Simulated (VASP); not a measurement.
# Mn (P6/mmm) in VASP: a series of runs, part 2 of 2

VASP 6.6.1. The steps go on from the part before.

## (5) Relaxation of cell and atoms, LDA

This run uses another cell than the first one, of 11.75 Å³/atom.

INCAR

```
SYSTEM = Mn
PREC     = Accurate       ! precision mode
ENCUT    = 600            ! plane-wave cutoff, eV
EDIFF    = 1E-7           ! SCF threshold, eV
ISMEAR   = -1             ! smearing method
SIGMA    = 0.1            ! smearing width, eV
LREAL    = .FALSE.        ! projectors in reciprocal space
LASPH    = .TRUE.         ! aspherical terms in the spheres
NELM     = 80             ! most SCF steps
ALGO     = Normal         ! electronic algorithm
ISIF     = 3              ! what is computed and relaxed
LWAVE    = .FALSE.        ! write WAVECAR
LCHARG   = .FALSE.        ! write CHGCAR
IBRION   = 2              ! ionic algorithm
NSW      = 80             ! ionic steps
EDIFFG   = -0.01          ! ionic threshold
```

KPOINTS

```
Automatic mesh
0
G
  9 9 13
  0 0 0
```

POSCAR

```
Mn
1.0
    4.0493320461      0.0000000000      0.0000000000
   -2.0246660230      3.5068244202      0.0000000000
    0.0000000000      0.0000000000      2.4822405442
Mn
3
Direct
    0.0000000000      0.0000000000      0.0000000000
    0.3333333333      0.6666666667      0.5000000000
    0.6666666667      0.3333333333      0.5000000000
```

Potentials or basis: VASP PAW LDA potentials, release 64 (Mn_pv).

Launch:

```console
cat potpaw_LDA.64/Mn_pv/POTCAR > POTCAR
mpirun -np 1 vasp_std > vasp.out
```

OUTCAR:

```text
SYSTEM = Mn
   PREC = Accurate
   ENCUT = 600
   EDIFF = 1E-7
   ISMEAR = -1
   LREAL = .FALSE.
   LASPH = .TRUE.
   NELM = 80
   ISIF = 3
   IBRION = 2
   NSW = 80
   EDIFFG = -0.01

 ion  position               nearest neighbor table
   1  0.000  0.000  0.000-   2 2.65   3 2.65   2 2.65   3 2.65   2 2.65   2 2.65   3 2.65   3 2.65
                             3 2.65   3 2.65   2 2.65   2 2.65
   2  0.333  0.667  0.500-   3 2.34   3 2.34   3 2.34   1 2.65   1 2.65   1 2.65   1 2.65   1 2.65
                             1 2.65
   3  0.667  0.333  0.500-   2 2.34   2 2.34   2 2.34   1 2.65   1 2.65   1 2.65   1 2.65   1 2.65
                             1 2.65

  LATTYP: Found a hexagonal cell.
 ALAT       =     4.0493320461
 C/A-ratio  =     0.6130000000

  Lattice vectors:

 A1 = (   4.0493320461,   0.0000000000,   0.0000000000)
 A2 = (  -2.0246660230,   3.5068244202,   0.0000000000)
 A3 = (   0.0000000000,   0.0000000000,   2.4822405442)

[... 917 lines left out ...]

[... ionic steps 4 to 7 ...]

--------------------------------------- Ionic step        8  -------------------------------------------

 number of electron      38.9999995 magnetization

------------------------ aborting loop because EDIFF is reached ----------------------------------------
[... 69 lines left out ...]
--------------------------------------- Ionic step       10  -------------------------------------------

 number of electron      38.9999995 magnetization

 Free energy of the ion-electron system (eV)
  ---------------------------------------------------
  ext. energy  EPLUGINS =         0.00000000
  ---------------------------------------------------
  free energy    TOTEN  =       -30.37286220 eV

  energy without entropy =      -30.26589945  energy(sigma->0) =      -30.31938082

 E-fermi :  11.1148     XC(G=0): -14.7216

 val. band max:       11.1140946555   @ k =   0.2222   0.1111   0.2308
 cond. band min:      11.1156414838   @ k =   0.1111  -0.0000   0.2308
 fundamental gap:      0.0015468283
 Fermi energy:        11.1148338933

 k-point     1 :       0.0000    0.0000    0.0000
  band No.  band energies     occupation
      1     -36.8242      2.00000
      2     -36.8242      2.00000
      3     -36.4296      2.00000
      4     -36.4296      2.00000
      5     -36.2589      2.00000
      6     -36.0232      2.00000
[... 645 lines left out ...]
  FREE ENERGIE OF THE ION-ELECTRON SYSTEM (eV)
  ---------------------------------------------------
  free  energy   TOTEN  =       -30.3728621980 eV

  energy  without entropy=      -30.2658994505  energy(sigma->0) =      -30.31938082

 reached required accuracy - stopping structural energy minimisation
```

CONTCAR:

```text
Mn
   1.00000000000000
     3.8214358857039747   -0.0000000000032174    0.0000000000000000
    -1.9107179428075880    3.3094605558873069   -0.0000000000000000
     0.0000000000000000    0.0000000000000000    2.4020507916072988
  Mn
     3
Direct
     0.0000000000000000    0.0000000000000000    0.0000000000000000
     0.3333333332999970    0.6666666667000030    0.5000000000000000
     0.6666666667000030    0.3333333332999970    0.5000000000000000

  0.00000000E+00  0.00000000E+00  0.00000000E+00
  0.00000000E+00  0.00000000E+00  0.00000000E+00
  0.00000000E+00  0.00000000E+00  0.00000000E+00
```

Run time: 2.5 min. Hardware: 1 thread of Intel Xeon 6975P-C (Granite Rapids), shared host; peak memory 0.19 GiB.

What came out:

```yaml
Free_energy: -30.3729 eV
Relaxed_volume: 10.13 Å³/atom
Relaxed_cell: a = 3.821 Å, b = 3.821 Å, c = 2.402 Å, α = 90.00°, β = 90.00°, γ = 120.00°
Space_group_after_relaxing_to_0.1_Å: P6/mmm (No. 191)
Pressure_after_relaxing: 0.0 GPa
```

Stress tensor (GPa, compression positive):
```
-0.03  0.00  0.00
 0.00 -0.03  0.00
 0.00  0.00  0.08
```

Final structure:
```
Mn
1.0
     3.82144    0.00000    0.00000
    -1.91072    3.30946    0.00000
     0.00000    0.00000    2.40205
Mn
3
Direct
  0.00000 0.00000 0.00000
  0.33333 0.66667 0.50000
  0.66667 0.33333 0.50000
```

Caveat: the highest band is partly filled, so the run has too few bands; the run has no spin polarisation, though such a crystal can be magnetic. Spin polarisation is off, so any magnetic state and its effect on volume and gap are missing.

## (6) Overview

| task | cell | k mesh | cutoff (eV) | gap on the mesh (eV) | pressure (GPa) |
| --- | --- | --- | --- | --- | --- |
| single point | a = 3.869, b = 3.869, c = 2.434 Å, angles 90.0, 90.0, 120.0°, 3 atoms | 11 × 11 × 15 | 520 | none | -11.2 |
| single point | a = 3.918, b = 3.918, c = 2.465 Å, angles 90.0, 90.0, 120.0°, 3 atoms | 11 × 11 × 15 | 520 | none | -20.7 |
| single point | a = 3.965, b = 3.965, c = 2.495 Å, angles 90.0, 90.0, 120.0°, 3 atoms | 11 × 11 × 15 | 520 | none | -28.2 |
| relaxation of cell and atoms | relaxed from a = 4.049, b = 4.049, c = 2.482 Å, angles 90.0, 90.0, 120.0°, 3 atoms | 9 × 9 × 13 | 600 | - | 0.0 |

Alike in all rows: level LDA; potentials or basis VASP PAW LDA potentials, release 64 (Mn_pv); no spin polarisation; smearing fermi-dirac 0.1 eV.

Caveats: the run has no spin polarisation, though such a crystal can be magnetic; the cell stands under tension (at least some runs); the highest band is partly filled, so the run has too few bands (at least some runs).

Total energies depend on the potentials used, so only differences within one code and one set of settings carry meaning.
